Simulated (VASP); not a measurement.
# Li (P2_13) in VASP: notebook

The runs below take Li through single point, with PBEsol.

Everything below comes from runs of VASP 6.6.1. Logs are shortened: lines on timing, memory, paths and dates and some standing lists are left out, and cuts for length are marked.

### 1 The cell of the first run

The structure is cubic, space group P2_13 (No. 198). The conventional cell has a = 4.469 Å, b = 4.469 Å, c = 4.469 Å, α = 90.00°, β = 90.00°, γ = 90.00°. Li (site symmetry 3) has 6 Li at 2.74 Å within 3.6 Å.

### 2 Single point, PBEsol

INCAR

```
  PREC = Accurate
  ENCUT = 520
  EDIFF = 1E-6
  ISMEAR = -1
  SIGMA = 0.15
  LREAL = F
  LASPH = T
  NELM = 100
  ALGO = Normal
  ISIF = 2
  LWAVE = F
  LCHARG = F
  GGA = PS
  NBANDS = 14
```

KPOINTS

```
Automatic mesh
0
Gamma
  5 5 5
```

POSCAR

```
Li
1.0
    4.4692389127      0.0000000000      0.0000000000
    0.0000000000      4.4692389127      0.0000000000
    0.0000000000      0.0000000000      4.4692389127
Li
4
Direct
    0.8745700000      0.1254300000      0.6254300000
    0.3745700000      0.3745700000      0.3745700000
    0.1254300000      0.6254300000      0.8745700000
    0.6254300000      0.8745700000      0.1254300000
```

Potentials or basis: VASP PAW PBE potentials, release 64 (Li_sv).

On the command line:

```sh
> cat potpaw_PBE.64/Li_sv/POTCAR > POTCAR
> mpirun -np 1 vasp_std > vasp.out
```

OUTCAR:

```text
PREC = Accurate
   ENCUT = 520
   EDIFF = 1E-6
   ISMEAR = -1
   LREAL = F
   LASPH = T
   NELM = 100
   ISIF = 2
   GGA = PS

 ion  position               nearest neighbor table
   1  0.875  0.125  0.625-
   2  0.375  0.375  0.375-
   3  0.125  0.625  0.875-
   4  0.625  0.875  0.125-

  LATTYP: Found a simple cubic cell.
 ALAT       =     4.4692389127

  Lattice vectors:

 A1 = (   4.4692389127,   0.0000000000,   0.0000000000)
 A2 = (   0.0000000000,   4.4692389127,   0.0000000000)
 A3 = (   0.0000000000,   0.0000000000,   4.4692389127)

Analysis of symmetry for initial positions (statically):
=====================================================================
 Subroutine PRICEL returns:
 Original cell was already a primitive cell.

 Routine SETGRP: Setting up the symmetry group for a
 simple cubic supercell.

 Subroutine GETGRP returns: Found 12 space group operations
 (whereof  3 operations were pure point group operations)
 out of a pool of 48 trial point group operations.

The static configuration has the point symmetry C_3 .
 The point group associated with its full space group is T   .

Analysis of symmetry for dynamics (positions and initial velocities):
=====================================================================
 Subroutine PRICEL returns:
 Original cell was already a primitive cell.

 Routine SETGRP: Setting up the symmetry group for a
 simple cubic supercell.

 Subroutine GETGRP returns: Found 12 space group operations
 (whereof  3 operations were pure point group operations)
 out of a pool of 48 trial point group operations.

The dynamic configuration has the point symmetry C_3 .
 The point group associated with its full space group is T   .

 Subroutine INISYM returns: Found 12 space group operations
 (whereof  3 operations are pure point group operations),
 and found     1 'primitive' translations

----------------------------------------------------------------------------------------

                                     Primitive cell

  volume of cell :      89.2690

  direct lattice vectors                    reciprocal lattice vectors
     4.469238913  0.000000000  0.000000000     0.223751744  0.000000000  0.000000000
     0.000000000  4.469238913  0.000000000     0.000000000  0.223751744  0.000000000
     0.000000000  0.000000000  4.469238913     0.000000000  0.000000000  0.223751744

  length of vectors
     4.469238913  4.469238913  4.469238913     0.223751744  0.223751744  0.223751744

  position of ions in fractional coordinates (direct lattice)
     0.874570000  0.125430000  0.625430000
     0.374570000  0.374570000  0.374570000
     0.125430000  0.625430000  0.874570000
     0.625430000  0.874570000  0.125430000

  ion indices of the primitive-cell ions
   primitive index   ion index
                 1           1
                 2           2
                 3           3
                 4           4

----------------------------------------------------------------------------------------

 KPOINTS: Automatic mesh

Automatic generation of k-mesh.
 Grid dimensions read from file:
 generate k-points for:    5    5    5

 Generating k-lattice:

  Cartesian coordinates                     Fractional coordinates (reciprocal lattice)
     0.044750349  0.000000000  0.000000000     0.200000000  0.000000000  0.000000000
     0.000000000  0.044750349  0.000000000     0.000000000  0.200000000  0.000000000
     0.000000000  0.000000000  0.044750349     0.000000000  0.000000000  0.200000000

  Length of vectors
     0.044750349  0.044750349  0.044750349

  Shift w.r.t. Gamma in fractional coordinates (k-lattice)
     0.000000000  0.000000000  0.000000000

 Subroutine IBZKPT returns following result:
 ===========================================

 Found     11 irreducible k-points:

 Following reciprocal coordinates:
            Coordinates               Weight
  0.000000  0.000000  0.000000      1.000000
  0.200000  0.000000  0.000000      6.000000
  0.400000  0.000000  0.000000      6.000000
  0.200000  0.200000  0.000000     12.000000
  0.400000  0.200000  0.000000     12.000000
 -0.200000  0.400000  0.000000     12.000000
  0.400000  0.400000  0.000000     12.000000
  0.200000  0.200000  0.200000      8.000000
  0.400000  0.200000  0.200000     24.000000
  0.400000  0.400000  0.200000     24.000000
  0.400000  0.400000  0.400000      8.000000
   k-points           NKPTS =     11   k-points in BZ     NKDIM =     11   number of bands    NBANDS=     14
   number of dos      NEDOS =    301   number of ions     NIONS =      4
   total plane-waves  NPLWV =  46656
   dimension x,y,z NGX =    36 NGY =   36 NGZ =   36
   dimension x,y,z NGXF=    72 NGYF=   72 NGZF=   72
   ions per type =               4
   NGX,Y,Z   is equivalent  to a cutoff of  13.39, 13.39, 13.39 a.u.
   NGXF,Y,Z  is equivalent  to a cutoff of  26.78, 26.78, 26.78 a.u.
 SYSTEM =  unknown system
   PREC   = accura    normal or accurate (medium, high low for compatibility)
   ISTART =      0    job   : 0-new  1-cont  2-samecut
   ICHARG =      2    charge: 1-file 2-atom 10-const
   ISPIN  =      1    spin polarized calculation?
   LNONCOLLINEAR =      F non collinear calculations
   LSORBIT =      F    spin-orbit coupling
   LASPH  =      T    aspherical Exc in radial PAW
   ENCUT  =  520.0 eV  38.22 Ry    6.18 a.u.   8.31  8.31  8.31*2*pi/ulx,y,z
   NELM   =    100;   NELMIN=  2; NELMDL= -5     # of ELM steps
   EDIFF  = 0.1E-05   stopping-criterion for ELM
   LREAL  =      F    real-space projection
   EDIFFG = 0.1E-04   stopping-criterion for IOM
   NSW    =      0    number of steps for IOM
   IBRION =     -1    ionic relax: 0-MD 1-quasi-New 2-CG
   NFREE  =      0    steps in history (QN), initial steepest desc. (CG)
   ISIF   =      2    stress and relaxation
   ISYM   =      2    0-nonsym 1-usesym 2-fastsym
   POTIM  = 0.5000    time-step for ionic-motion
   TEBEG  =    0.0;   TEEND  =   0.0 temperature during run
   PSTRESS=    0.0 pullay stress
   NELECT =      12.0000    total number of electrons
   NUPDOWN=      -1.0000    fix difference up-down
   EMIN   =  10.00;   EMAX   =-10.00  energy-range for DOS
   EFERMI =   0.00;   METHOD = LEGACY
   ISMEAR =    -1;   SIGMA  =   0.15  broadening in eV -4-tet -1-fermi 0-gaus
   EFERMI_NEDOS =   21; number of points for ismear=-14 and -15
   IALGO  =     38    algorithm
   IMIX   =      4    mixing-type and parameters
     AMIX     =   0.40;   BMIX     =  1.00
     AMIX_MAG =   1.60;   BMIX_MAG =  1.00
  volume/ion in A,a.u.               =      22.32       150.60
  Fermi-wavevector in a.u.,A,eV,Ry     =   0.838626  1.584773  9.568891  0.703294
  Thomas-Fermi vector in A             =   1.952711
   LORBIT       =      0    0 simple, 1 ext, 2 COOP (PROOUT), +10 PAW based schemes
   GGA     = PS    functional components
   LHFCALC =     F    Hartree Fock is set to
   AEXX    =    0.0000 exact exchange contribution
   IVDW    =     0    specifies the selected vdW correction
   LEPSILON=     F    determine dielectric tensor
   LRPA    =     F    only Hartree local field effects (RPA)
 non-spin polarized calculation
  energy-cutoff  :      520.00
  volume of cell :       89.27
 maximum number of plane-waves:      2469
 NGX is ok and might be reduce to    36
   NGX = 17   NGY = 17   NGZ = 17

 number of electron      12.0000033 magnetization

 Free energy of the ion-electron system (eV)
  ---------------------------------------------------
  ext. energy  EPLUGINS =         0.00000000
  ---------------------------------------------------
  free energy    TOTEN  =        -6.87115972 eV

  energy without entropy =       -6.74181751  energy(sigma->0) =       -6.80648862

 E-fermi :   0.5239     XC(G=0):  -6.7797

 val. band max:        0.3867470160   @ k =   0.4000   0.4000   0.0000
 cond. band min:       0.5283015829   @ k =   0.4000   0.4000   0.2000
 fundamental gap:      0.1415545669
 Fermi energy:         0.5239185525

 k-point     1 :       0.0000    0.0000    0.0000
  band No.  band energies     occupation
      1     -46.0978      2.00000
      2     -46.0564      2.00000
      3     -46.0564      2.00000
      4     -46.0564      2.00000
      5      -3.0198      2.00000
      6       2.6456      0.00000
      7       2.6456      0.00000
      8       2.6456      0.00000
      9       2.8264      0.00000
     10       2.8264      0.00000
     11       2.8264      0.00000
     12       8.3814      0.00000
     13       8.3814      0.00000
     14       8.7287      0.00000

 k-point     2 :       0.2000    0.0000    0.0000
  band No.  band energies     occupation
      1     -46.0946      2.00000
      2     -46.0646      2.00000
      3     -46.0554      2.00000
      4     -46.0520      2.00000
      5      -2.7915      2.00000
      6       0.6873      0.50364
      7       2.6860      0.00000
      8       2.7212      0.00000
      9       3.0526      0.00000
     10       3.0862      0.00000
     11       5.0134      0.00000
     12       6.8939      0.00000
     13       7.4997      0.00000
     14       7.6028      0.00000

 k-point     3 :       0.4000    0.0000    0.0000
  band No.  band energies     occupation
      1     -46.0864      2.00000
      2     -46.0754      2.00000
      3     -46.0531      2.00000
      4     -46.0513      2.00000
      5      -2.1032      2.00000
      6      -0.9449      1.99989
      7       2.8308      0.00000
      8       2.8531      0.00000
      9       3.6880      0.00000
     10       3.7425      0.00000
     11       5.5549      0.00000
     12       5.8177      0.00000
     13       6.1258      0.00000
     14       6.6092      0.00000

 k-point     4 :       0.2000    0.2000    0.0000
  band No.  band energies     occupation
      1     -46.0918      2.00000
      2     -46.0670      2.00000
      3     -46.0563      2.00000
      4     -46.0512      2.00000
      5      -2.5642      2.00000
      6       0.6768      0.53037
      7       1.1679      0.02695
      8       2.8225      0.00000
      9       3.0648      0.00000
     10       4.1403      0.00000
     11       5.6552      0.00000
     12       6.4764      0.00000
     13       6.8441      0.00000
     14       7.6582      0.00000

 k-point     5 :       0.4000    0.2000    0.0000
  band No.  band energies     occupation
      1     -46.0844      2.00000
      2     -46.0749      2.00000
      3     -46.0547      2.00000
      4     -46.0522      2.00000
      5      -1.8800      2.00000
      6      -0.7386      1.99956
      7       1.5963      0.00157
      8       2.4281      0.00001
      9       3.5194      0.00000
     10       3.8797      0.00000
     11       5.8742      0.00000
[... 55 lines left out ...]
 k-point     9 :       0.4000    0.2000    0.2000
  band No.  band energies     occupation
      1     -46.0825      2.00000
      2     -46.0741      2.00000
      3     -46.0564      2.00000
      4     -46.0534      2.00000
      5      -1.6567      2.00000
      6      -0.5283      1.99820
      7       1.5680      0.00190
      8       1.8080      0.00038
      9       3.0747      0.00000
     10       3.3923      0.00000
     11       5.2059      0.00000
     12       6.2435      0.00000
     13       7.5982      0.00000
     14       8.1941      0.00000

 k-point    10 :       0.4000    0.4000    0.2000
  band No.  band energies     occupation
      1     -46.0777      2.00000
      2     -46.0738      2.00000
      3     -46.0582      2.00000
      4     -46.0563      2.00000
      5      -0.9987      1.99992
      6      -0.1606      1.97936
      7       0.5283      0.98539
      8       1.2437      0.01635
      9       2.9310      0.00000
     10       3.6599      0.00000
     11       4.0980      0.00000
     12       4.9932      0.00000
     13       8.7436      0.00000
     14       9.1520      0.00000

 k-point    11 :       0.4000    0.4000    0.4000
  band No.  band energies     occupation
      1     -46.0730      2.00000
      2     -46.0707      2.00000
      3     -46.0619      2.00000
      4     -46.0604      2.00000
      5      -0.3545      1.99429
      6       0.3572      1.50492
      7       0.6918      0.49234
      8       1.0043      0.07815
      9       2.5659      0.00000
     10       2.6048      0.00000
     11       2.6732      0.00000
     12       3.5635      0.00000
     13      10.7627      0.00000
     14      11.4887      0.00000

------------------------ aborting loop because EDIFF is reached ----------------------------------------

  FORCE on cell =-STRESS in cart. coord.  units (eV):
  Direction    XX          YY          ZZ          XY          YZ          ZX
  --------------------------------------------------------------------------------------
  -------------------------------------------------------------------------------------
  Total        0.0159702      0.0159702      0.0159702      0.0000000      0.0000000      0.0000000
  in kB        0.2866292      0.2866292      0.2866292      0.0000000      0.0000000      0.0000000
  external PRESSURE =       0.2866292 kB  Pullay stress =       0.0000000 kB

 VOLUME and BASIS-vectors are now :
 -----------------------------------------------------------------------------
  energy-cutoff  :      520.00
  volume of cell :       89.27
      direct lattice vectors                 reciprocal lattice vectors
     4.469238913  0.000000000  0.000000000     0.223751744  0.000000000  0.000000000
     0.000000000  4.469238913  0.000000000     0.000000000  0.223751744  0.000000000
     0.000000000  0.000000000  4.469238913     0.000000000  0.000000000  0.223751744

 POSITION                                       TOTAL-FORCE (eV/Angst)
 -----------------------------------------------------------------------------------
      3.90866      0.56058      2.79520        -0.002715      0.002715      0.002715
      1.67404      1.67404      1.67404        -0.002715     -0.002715     -0.002715
      0.56058      2.79520      3.90866         0.002715      0.002715     -0.002715
      2.79520      3.90866      0.56058         0.002715     -0.002715      0.002715
 -----------------------------------------------------------------------------------
    total drift:                               -0.000000     -0.000000      0.000000

  FREE ENERGIE OF THE ION-ELECTRON SYSTEM (eV)
  ---------------------------------------------------
  free  energy   TOTEN  =        -6.8711597202 eV

  energy  without entropy=       -6.7418175143  energy(sigma->0) =       -6.80648862
```

Run time: 9.3 s. Hardware: 1 thread of Intel Xeon Platinum 8375C at 2.90GHz (Ice Lake), shared host; peak memory 0.18 GiB.

What came out:

```
Free energy            : -6.8712 eV
Largest force          : 0.005 eV/Å
Band gap on the k mesh : zero (band 6 reaches 2.65 eV, above the bottom of band 7 at 0.39 eV)
```

Forces on the atoms (eV/Å):
```
Li  -0.003  0.003  0.003
Li  -0.003 -0.003 -0.003
Li   0.003  0.003 -0.003
Li   0.003 -0.003  0.003
```

Levels at points of the mesh, in eV from the Fermi level:
| k point | band 3 | band 4 | band 5 | band 6 | band 7 | band 8 | band 9 | band 10 |
| --- | --- | --- | --- | --- | --- | --- | --- | --- |
| (0.00, 0.00, 0.00) | -46.58 | -46.58 | -3.54 | 2.12 | 2.12 | 2.12 | 2.30 | 2.30 |

Caveat: the cutoff is under 1.25 times the usual one of these potentials, so pressure, stress and relaxed cells hold a basis-set (Pulay) error; the PAW data sets were made with another functional, which shifts forces and pressure a little.

(Continued in part 2 of 2.)
